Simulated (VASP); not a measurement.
# Mg (P6_3/mmc) in VASP: relaxation of volume and atoms at fixed shape with LDA

Aim: the relaxation of volume and atoms at fixed shape of Mg with LDA.

Program: VASP 6.6.1. These are calculated values, not measurements. Logs are shortened: lines on timing, memory, paths and dates and some standing lists are left out, and cuts for length are marked.

## 1. The cell of the first run

It takes space group P6_3/mmc (No. 194, hexagonal). The conventional cell has a = 3.209 Å, b = 3.209 Å, c = 5.210 Å, α = 90.00°, β = 90.00°, γ = 120.00°. Within 4.2 Å of Mg (site symmetry -6m2) lie 12 Mg at 3.20 to 3.21 Å.

## 2. Relaxation of volume and atoms at fixed shape, LDA

INCAR reads:

```
  PREC = Accurate
  ENCUT = 840
  EDIFF = 1E-7
  ISMEAR = -1
  SIGMA = 0.05
  LREAL = False
  LASPH = True
  NELM = 120
  ALGO = Normal
  ISIF = 8
  LWAVE = False
  LCHARG = False
  GGA = CA
  IBRION = 2
  NSW = 80
  EDIFFG = -0.03
  GGA_COMPAT = False
  NELMIN = 4
```

KPOINTS reads:

```
Automatic mesh
0
Gamma
  6 6 4
```

POSCAR reads:

```
Mg
1.0
    3.2093000000      0.0000000000      0.0000000000
   -1.6046500000      2.7793353300      0.0000000000
    0.0000000000      0.0000000000      5.2103000000
Mg
2
Direct
    0.3333333333      0.6666666667      0.2500000000
    0.6666666667      0.3333333333      0.7500000000
```

Potentials or basis: VASP PAW LDA potentials, release 64 (Mg_sv).

Started as:

```sh
> cat potpaw_LDA.64/Mg_sv/POTCAR > POTCAR
> mpirun -np 1 vasp_std > vasp.out
```

OUTCAR:

```text
PREC = Accurate
   ENCUT = 840
   EDIFF = 1E-7
   ISMEAR = -1
   LREAL = False
   LASPH = True
   NELM = 120
   ISIF = 8
   GGA = CA
   IBRION = 2
   NSW = 80
   EDIFFG = -0.03
   NELMIN = 4

 ion  position               nearest neighbor table
   1  0.333  0.667  0.250-
   2  0.667  0.333  0.750-

  LATTYP: Found a hexagonal cell.
 ALAT       =     3.2093000000
 C/A-ratio  =     1.6235004518

  Lattice vectors:

 A1 = (   3.2093000000,   0.0000000000,   0.0000000000)
 A2 = (  -1.6046500000,   2.7793353300,   0.0000000000)
 A3 = (   0.0000000000,   0.0000000000,   5.2103000000)

Analysis of symmetry for initial positions (statically):
=====================================================================
 Subroutine PRICEL returns:
 Original cell was already a primitive cell.

 Routine SETGRP: Setting up the symmetry group for a
 hexagonal supercell.

 Subroutine GETGRP returns: Found 24 space group operations
 (whereof 12 operations were pure point group operations)
 out of a pool of 24 trial point group operations.

The static configuration has the point symmetry D_3d.
 The point group associated with its full space group is D_6h.

Analysis of symmetry for dynamics (positions and initial velocities):
=====================================================================
 Subroutine PRICEL returns:
 Original cell was already a primitive cell.

 Routine SETGRP: Setting up the symmetry group for a
 hexagonal supercell.

 Subroutine GETGRP returns: Found 24 space group operations
 (whereof 12 operations were pure point group operations)
 out of a pool of 24 trial point group operations.

The dynamic configuration has the point symmetry D_3d.
 The point group associated with its full space group is D_6h.

 Subroutine INISYM returns: Found 24 space group operations
 (whereof 12 operations are pure point group operations),
 and found     1 'primitive' translations

----------------------------------------------------------------------------------------

                                     Primitive cell

  volume of cell :      46.4744

  direct lattice vectors                    reciprocal lattice vectors
     3.209300000  0.000000000  0.000000000     0.311594429  0.179899127  0.000000000
    -1.604650000  2.779335330  0.000000000     0.000000000  0.359798254  0.000000000
     0.000000000  0.000000000  5.210300000     0.000000000  0.000000000  0.191927528

  length of vectors
     3.209300000  3.209300001  5.210300000     0.359798255  0.359798254  0.191927528

  position of ions in fractional coordinates (direct lattice)
     0.333333333  0.666666667  0.250000000
     0.666666667  0.333333333  0.750000000

  ion indices of the primitive-cell ions
   primitive index   ion index
                 1           1
                 2           2

----------------------------------------------------------------------------------------

 KPOINTS: Automatic mesh

Automatic generation of k-mesh.
 Grid dimensions read from file:
 generate k-points for:    6    6    4

 Generating k-lattice:

  Cartesian coordinates                     Fractional coordinates (reciprocal lattice)
     0.051932405  0.029983188  0.000000000     0.166666667 -0.000000000  0.000000000
     0.000000000  0.059966376  0.000000000     0.000000000  0.166666667  0.000000000
     0.000000000  0.000000000  0.047981882     0.000000000  0.000000000  0.250000000

  Length of vectors
     0.059966376  0.059966376  0.047981882

  Shift w.r.t. Gamma in fractional coordinates (k-lattice)
     0.000000000  0.000000000  0.000000000

 Subroutine IBZKPT returns following result:
 ===========================================

 Found     21 irreducible k-points:

 Following reciprocal coordinates:
            Coordinates               Weight
  0.000000  0.000000  0.000000      1.000000
  0.166667  0.000000  0.000000      6.000000
  0.333333  0.000000  0.000000      6.000000
  0.500000 -0.000000  0.000000      3.000000
  0.166667  0.166667  0.000000      6.000000
  0.333333  0.166667  0.000000     12.000000
[... 13 lines left out ...]
  0.333333  0.166667  0.500000     12.000000
  0.333333  0.333333  0.500000      2.000000
   k-points           NKPTS =     21   k-points in BZ     NKDIM =     21   number of bands    NBANDS=     14
   number of dos      NEDOS =    301   number of ions     NIONS =      2
   total plane-waves  NPLWV =  45000
   dimension x,y,z NGX =    30 NGY =   30 NGZ =   50
   dimension x,y,z NGXF=    60 NGYF=   60 NGZF=  100
   ions per type =               2
   NGX,Y,Z   is equivalent  to a cutoff of  15.54, 15.54, 15.95 a.u.
   NGXF,Y,Z  is equivalent  to a cutoff of  31.08, 31.08, 31.91 a.u.
 SYSTEM =  unknown system
   PREC   = accura    normal or accurate (medium, high low for compatibility)
   ISTART =      0    job   : 0-new  1-cont  2-samecut
   ICHARG =      2    charge: 1-file 2-atom 10-const
   ISPIN  =      1    spin polarized calculation?
   LNONCOLLINEAR =      F non collinear calculations
   LSORBIT =      F    spin-orbit coupling
   LASPH  =      T    aspherical Exc in radial PAW
   ENCUT  =  840.0 eV  61.74 Ry    7.86 a.u.   7.58  7.58 12.31*2*pi/ulx,y,z
   NELM   =    120;   NELMIN=  4; NELMDL= -5     # of ELM steps
   EDIFF  = 0.1E-06   stopping-criterion for ELM
   LREAL  =      F    real-space projection
   EDIFFG = -.3E-01   stopping-criterion for IOM
   NSW    =     80    number of steps for IOM
   IBRION =      2    ionic relax: 0-MD 1-quasi-New 2-CG
   NFREE  =      1    steps in history (QN), initial steepest desc. (CG)
   ISIF   =      8    stress and relaxation
   ISYM   =      2    0-nonsym 1-usesym 2-fastsym
   POTIM  = 0.5000    time-step for ionic-motion
   TEBEG  =    0.0;   TEEND  =   0.0 temperature during run
   PSTRESS=    0.0 pullay stress
   NELECT =      20.0000    total number of electrons
   NUPDOWN=      -1.0000    fix difference up-down
   EMIN   =  10.00;   EMAX   =-10.00  energy-range for DOS
   EFERMI =   0.00;   METHOD = LEGACY
   ISMEAR =    -1;   SIGMA  =   0.05  broadening in eV -4-tet -1-fermi 0-gaus
   EFERMI_NEDOS =   21; number of points for ismear=-14 and -15
   IALGO  =     38    algorithm
   IMIX   =      4    mixing-type and parameters
     AMIX     =   0.40;   BMIX     =  1.00
     AMIX_MAG =   1.60;   BMIX_MAG =  1.00
  volume/ion in A,a.u.               =      23.24       156.81
  Fermi-wavevector in a.u.,A,eV,Ry     =   1.235986  2.335675 20.785090  1.527661
  Thomas-Fermi vector in A             =   2.370613
   LORBIT       =      0    0 simple, 1 ext, 2 COOP (PROOUT), +10 PAW based schemes
   GGA     = CA    functional components
   LHFCALC =     F    Hartree Fock is set to
   AEXX    =    0.0000 exact exchange contribution
   IVDW    =     0    specifies the selected vdW correction
   LEPSILON=     F    determine dielectric tensor
   LRPA    =     F    only Hartree local field effects (RPA)
 conjugate gradient relaxation of ions
 non-spin polarized calculation
  energy-cutoff  :      840.00
  volume of cell :       46.47
 maximum number of plane-waves:      2610
   NGX = 15   NGY = 15   NGZ = 25

--------------------------------------- Ionic step        1  -------------------------------------------

 number of electron      19.9999989 magnetization

 Free energy of the ion-electron system (eV)
  ---------------------------------------------------
  ext. energy  EPLUGINS =         0.00000000
  ---------------------------------------------------
  free energy    TOTEN  =        -3.45465660 eV

  energy without entropy =       -3.44359687  energy(sigma->0) =       -3.44912674

------------------------ aborting loop because EDIFF is reached ----------------------------------------

  FORCE on cell =-STRESS in cart. coord.  units (eV):
  Direction    XX          YY          ZZ          XY          YZ          ZX
  --------------------------------------------------------------------------------------
  -------------------------------------------------------------------------------------
  Total       -0.7925731     -0.7925731     -0.8460407      0.0000000      0.0000000      0.0000000
  in kB      -27.3234732    -27.3234733    -29.1667368      0.0000000      0.0000000      0.0000000
  external PRESSURE =     -27.9378944 kB  Pullay stress =       0.0000000 kB

 VOLUME and BASIS-vectors are now :
 -----------------------------------------------------------------------------
  energy-cutoff  :      840.00
  volume of cell :       46.47
      direct lattice vectors                 reciprocal lattice vectors
     3.209300000  0.000000000  0.000000000     0.311594429  0.179899127  0.000000000
    -1.604650000  2.779335330  0.000000000     0.000000000  0.359798254  0.000000000
     0.000000000  0.000000000  5.210300000     0.000000000  0.000000000  0.191927528
[... 37 lines left out ...]
 POSITION                                       TOTAL-FORCE (eV/Angst)
 -----------------------------------------------------------------------------------
     -0.00000      1.81667      1.27711         0.000000      0.000000     -0.000000
      1.57328      0.90834      3.83134        -0.000000     -0.000000      0.000000
 -----------------------------------------------------------------------------------
    total drift:                               -0.000000      0.000000      0.000000

  FREE ENERGIE OF THE ION-ELECTRON SYSTEM (eV)
  ---------------------------------------------------
  free  energy   TOTEN  =        -3.4835195679 eV

  energy  without entropy=       -3.4729506312  energy(sigma->0) =       -3.47823510

--------------------------------------- Ionic step        3  -------------------------------------------

 number of electron      20.0000016 magnetization

 Free energy of the ion-electron system (eV)
  ---------------------------------------------------
  ext. energy  EPLUGINS =         0.00000000
  ---------------------------------------------------
  free energy    TOTEN  =        -3.48476912 eV

  energy without entropy =       -3.47433179  energy(sigma->0) =       -3.47955046

 E-fermi :   2.3914     XC(G=0):  -9.1763

 val. band max:        2.3378833922   @ k =   0.1667   0.1667   0.0000
 cond. band min:       2.4044152770   @ k =   0.3333   0.1667   0.0000
 fundamental gap:      0.0665318848
 Fermi energy:         2.3914329733

 k-point     1 :       0.0000    0.0000    0.0000
  band No.  band energies     occupation
      1     -72.5850      2.00000
      2     -72.5806      2.00000
      3     -40.0949      2.00000
      4     -40.0577      2.00000
      5     -40.0577      2.00000
      6     -40.0522      2.00000
      7     -40.0514      2.00000
      8     -40.0514      2.00000
      9      -4.6478      2.00000
     10       0.7946      2.00000
     11       1.2667      2.00000
     12      13.7926      0.00000
     13      13.7926      0.00000
     14      13.9682      0.00000

 k-point     2 :       0.1667    0.0000    0.0000
  band No.  band energies     occupation
      1     -72.5842      2.00000
      2     -72.5802      2.00000
      3     -40.0914      2.00000
      4     -40.0654      2.00000
      5     -40.0602      2.00000
      6     -40.0593      2.00000
      7     -40.0538      2.00000
      8     -40.0528      2.00000
      9      -4.0784      2.00000
     10       1.3081      2.00000
[... 347 lines left out ...]
 POSITION                                       TOTAL-FORCE (eV/Angst)
 -----------------------------------------------------------------------------------
     -0.00000      1.80745      1.27063         0.000000      0.000000      0.000000
      1.56530      0.90373      3.81190        -0.000000      0.000000      0.000000
 -----------------------------------------------------------------------------------
    total drift:                               -0.000000      0.000000      0.000000

  FREE ENERGIE OF THE ION-ELECTRON SYSTEM (eV)
  ---------------------------------------------------
  free  energy   TOTEN  =        -3.4847691220 eV

  energy  without entropy=       -3.4743317949  energy(sigma->0) =       -3.47955046

 reached required accuracy - stopping structural energy minimisation
```

It took 34 s on 1 thread of Intel Xeon 6975P-C (Granite Rapids), shared host; peak memory 0.17 GiB.

What came out:

```yaml
Free_energy: -3.4848 eV
Relaxed_volume: 21.57 Å³/atom
Relaxed_cell: a = 3.131 Å, b = 3.131 Å, c = 5.083 Å, α = 90.00°, β = 90.00°, γ = 120.00°
Space_group_after_relaxing_to_0.1_Å: P6_3/mmc (No. 194)
Energy_gained_by_relaxing: 15.1 meV/atom
Ionic_steps: 3
Pressure_after_relaxing: 0.0 GPa
Band_gap_on_the_k_mesh: zero (bands 10 and 11 overlap by 1.59 eV)
```

The path:
```csv
step,energy change (eV),largest force (eV/Å),pressure (GPa),volume (Å³)
1,0.0000,0.0000,-2.79,46.47
2,-0.0289,0.0000,-0.62,43.80
3,-0.0301,0.0000,0.02,43.14
```

Final structure:
```
CELL_PARAMETERS angstrom
3.13060 0.00000 0.00000
-1.56530 2.71118 0.00000
0.00000 0.00000 5.08253
ATOMIC_POSITIONS crystal
Mg 0.33333 0.66667 0.25000
Mg 0.66667 0.33333 0.75000
```

Caveat: the k points lie up to 0.39 Å⁻¹ apart in the final cell, too coarse for converged energies and pressures of a metal. LDA usually gives volumes a few per cent too small.

The gap in the log of VASP goes by the Fermi energy; the results here count the filled bands.